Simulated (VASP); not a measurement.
A run of VASP 6.6.1 is set up as follows.

The input INCAR:

```
  PREC = Accurate
  ENCUT = 600
  EDIFF = 1E-7
  ISMEAR = -1
  SIGMA = 0.02
  LREAL = F
  LASPH = T
  NELM = 100
  ALGO = Normal
  ISIF = 3
  LWAVE = F
  LCHARG = F
  GGA = PE
  IBRION = 2
  NSW = 80
  EDIFFG = -0.01
  PSTRESS = 200.0
```

File KPOINTS:

```
regular mesh
0
Gamma
  16 16 16
```

File POSCAR:

```
Cl
1.0
    2.9100000000      0.0000000000      0.0000000000
    0.0000000000      2.9100000000      0.0000000000
    0.0000000000      0.0000000000      2.9100000000
Cl
1
Direct
    0.0000000000      0.0000000000      0.0000000000
```

Potentials or basis: VASP PAW PBE potentials, release 64 (Cl).

Launch:

```sh
$ cat potpaw_PBE.64/Cl/POTCAR > POTCAR
$ mpirun -np 1 vasp_std > vasp.out
```

Estimate the space group after relaxing (to 0.05 Å).

Pm-3m (No. 221).

Estimate the relaxed volume.

17.60 Å³/atom.

Predict the relaxed cell.

a = 2.601 Å, b = 2.601 Å, c = 2.601 Å, α = 90.00°, β = 90.00°, γ = 90.00°.

Step by step:
```
step  energy change (eV)  largest force (eV/Å)  pressure (GPa)  volume (Å³)
   1              0.0000                0.0000           -1.61        24.64
   2              0.9023                0.0000           52.27        14.59
   3              0.2493                0.0000           19.23        17.72
   4              0.2644                0.0000           20.06        17.60
```

Caveat: the cell is relaxed towards a set pressure, so the enthalpy falls and the energy may rise; the volume moved by over 15 % at a fixed basis, so the end points are rough; an odd number of electrons without spin polarisation forces a metal; a magnetic or distorted state may lie lower.
